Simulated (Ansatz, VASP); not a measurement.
Two plane-wave programs on Zn4HO4

File INCAR:

```
PREC     = Accurate       # precision mode
ENCUT    = 520            # plane-wave cutoff, eV
EDIFF    = 1E-6           # SCF threshold, eV
ISMEAR   = 0              # smearing method
SIGMA    = 0.05           # smearing width, eV
LREAL    = F              # projectors in reciprocal space
LASPH    = T              # aspherical terms in the spheres
NELM     = 60             # most SCF steps
ALGO     = Normal         # electronic algorithm
ISIF     = 2              # what is computed and relaxed
LWAVE    = F              # write WAVECAR
LCHARG   = F              # write CHGCAR
GGA      = PS             # functional
NBANDS   = 46             # bands
```

File KPOINTS:

```
regular mesh
0
Gamma
  4 4 8
```

The input POSCAR:

```
Zn4HO4
1.0
    5.5148137916      0.0000000000      0.0000000000
    0.0000000000      5.5148137916      0.0000000000
    0.0000000000      0.0000000000      3.2430062931
Zn O H
4 4 1
Direct
    0.1820657240      0.1820657240      0.5000000000
    0.8179342760      0.8179342760      0.5000000000
    0.6820657240      0.3179342760      0.0000000000
    0.3179342760      0.6820657240      0.0000000000
    0.8180023132      0.1819976868      0.5000000000
    0.1819976868      0.8180023132      0.5000000000
    0.6819976868      0.6819976868      0.0000000000
    0.3180023132      0.3180023132      0.0000000000
    1.0000405349     -0.7180023132      0.2000000000
```

Input for Ansatz:

```yaml
crystal:
  lattice:
    - [5.5148137916, 0.0, 0.0]
    - [0.0, 5.5148137916, 0.0]
    - [0.0, 0.0, 3.2430062931]
  atoms:
    - { symbol: Zn, position: [0.182065724, 0.182065724, 0.5] }
    - { symbol: Zn, position: [0.817934276, 0.817934276, 0.5] }
    - { symbol: Zn, position: [0.682065724, 0.317934276, 0.0] }
    - { symbol: Zn, position: [0.317934276, 0.682065724, 0.0] }
    - { symbol: O, position: [0.8180023132, 0.1819976868, 0.5] }
    - { symbol: O, position: [0.1819976868, 0.8180023132, 0.5] }
    - { symbol: O, position: [0.6819976868, 0.6819976868, 0.0] }
    - { symbol: O, position: [0.3180023132, 0.3180023132, 0.0] }
    - { symbol: H, position: [1.0000405349, -0.7180023132, 0.2] }
basis:
  ecutwfc: 420
kpoints:
  mp_grid: { grid: [4, 4, 8] }
hamiltonian:
  xc: pbesol
  pseudopotentials: { kind: paw, azcp: { folder: soft_1 } }
scf:
  occupations: { method: gaussian, width: 0.05 }
output:
  forces: true
  stress: true
  eigenvalues: true
  write_density: true
  write_potential: true
  elf: true
  volumetric_format: npy
```

Alike in both runs: task single point; functional PBEsol; k mesh 4 × 4 × 8; occupations gaussian, width 0.05 eV; no spin polarisation.

|  | VASP | Ansatz |
| --- | --- | --- |
| version | VASP 6.6.1 | Ansatz 0.2.0 |
| potentials or method | VASP PAW PBE potentials, release 64 (Zn, O, H), cutoff 520 eV | scalar-relativistic, plane waves, PAW |
| valence electrons in the cell | 73 | 73 |

```tsv
	VASP	Ansatz	Ansatz less VASP
gap on the k mesh at the Fermi level (eV)	none	none	-
pressure (GPa)	8.7	7.8	-0.92
traceless stress, the component that is largest in VASP (GPa)	-3.70	-3.55	+0.146
rms of the force components (eV/Å)	0.764	0.746	-0.0177
```

VASP's potentials were made for PBE, not for PBEsol, and Ansatz warns of the same on its side. Atom by atom the forces differ by 0.019 eV/Å (rms over components). A gap of «none» marks a metal or a gap that the smearing closes.
